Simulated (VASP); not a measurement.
## Ti: relaxation of cell and atoms with PBEsol

Crystal: Ti.

```
Ti
1.0
     0.00000    1.90274    1.90274
     1.90274    0.00000    1.90274
     1.90274    1.90274    0.00000
Ti
1
Direct
  0.00000 0.00000 0.00000
```

```
Program                : VASP 6.6.1
Task                   : relaxation of cell and atoms
Functional             : PBEsol
Potentials or basis    : VASP PAW PBE potentials, release 64 (Ti_sv)
Cutoff                 : 600 eV
k mesh                 : 17 × 17 × 17
Occupations            : fermi-dirac, width 0.1 eV
Spin                   : no spin polarisation
Target pressure        : 30 GPa
Dipole correction      : no
Further INCAR settings : ALGO = Normal; EDIFF = 1e-07; IBRION = 2; EDIFFG = -0.005; NSW = 60; ISIF = 3
```

The relaxed volume is 13.75 Å³/atom. The relaxed cell is a = 2.689 Å, b = 2.689 Å, c = 2.689 Å, α = 60.00°, β = 60.00°, γ = 60.00° and the space group after relaxing (to 0.05 Å) is Fm-3m (No. 225). The energy change on relaxing (the enthalpy is what falls) is +5.9 meV/atom and the ionic steps are 3. The pressure after relaxing is 30.0 GPa and the band gap on the k mesh is zero (band 6 reaches 11.79 eV, above the bottom of band 7 at 10.25 eV).

Step by step:
| step | energy change (eV) | largest force (eV/Å) | pressure (GPa) | volume (Å³) |
| --- | --- | --- | --- | --- |
| 1 | 0.0000 | 0.0000 | 29.60 | 13.78 |
| 2 | 0.0129 | 0.0000 | 30.55 | 13.71 |
| 3 | 0.0059 | 0.0000 | 30.01 | 13.75 |

Final structure:
```
Ti
1.0
     0.00000    1.90128    1.90128
     1.90128    0.00000    1.90128
     1.90128    1.90128    0.00000
Ti
1
Direct
  0.00000 0.00000 0.00000
```

Levels at points of the mesh, in eV from the Fermi level:
```tsv
k point	band 4	band 5	band 6	band 7	band 8	band 9
(0.00, 0.00, 0.00)	-31.72	-6.55	0.97	0.97	0.97	3.20
```

Run time: 2.5 min on 1 thread of AMD EPYC 7R13, with other jobs on the host, peak memory 0.14 GiB.

Caveat: the cell is relaxed towards a set pressure, so the enthalpy falls and the energy may rise; the PAW data sets were made with another functional, which shifts forces and pressure a little.
